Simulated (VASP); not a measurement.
Input of a VASP 6.6.1 run:

Contents of INCAR:

```
  ALGO = Normal
  DIPOL = 0.5 0.5 0.347
  EDIFF = 1E-7
  ENCUT = 520
  GGA = PE
  IDIPOL = 3
  ISIF = 2
  ISMEAR = 0
  ISPIN = 2
  LASPH = True
  LCHARG = False
  LDIPOL = True
  LMAXMIX = 4
  LORBIT = 11
  LREAL = False
  LWAVE = False
  MAGMOM = 0 0 0 1
  NBANDS = 29
  NELM = 150
  PREC = Accurate
  SIGMA = 0.1
```

KPOINTS

```
k-points
0
Gamma
  10 10 1
```

Contents of POSCAR:

```
Ta3H
1.0
    2.8743098520      0.0000000000      0.0000000000
   -0.9581032840      2.7099253168      0.0000000000
    0.0000000000      0.0000000000     21.5266897253
Ta H
3 1
Direct
    0.5000000000      0.5000000000      0.1858158431
    0.0000000000      0.0000000000      0.2909732295
    0.5000000000      0.5000000000      0.3960985100
    0.6666666667      0.6666666667      0.5154851892
```

Potentials or basis: VASP PAW PBE potentials, release 64 (Ta_pv, H).

The run is started by

```bash
$ cat potpaw_PBE.64/Ta_pv/POTCAR potpaw_PBE.64/H/POTCAR > POTCAR
$ mpirun -np 1 vasp_std > vasp.out
```

Problem. Estimate the site moments.

Solution. Ta -0.03, -0.00, -0.10; H +0.15 μB.

Problem. What does it give for the net moment?

Solution. 0.10 μB per cell.

Problem. What does it give for the largest force?

Solution. 1.885 eV/Å.

Forces in eV/Å, atoms in the order of the input:
```
Ta  -0.002 -0.003  0.030
Ta  -0.010 -0.014 -0.317
Ta  -0.035 -0.049  1.885
H    0.047  0.066 -1.597
```
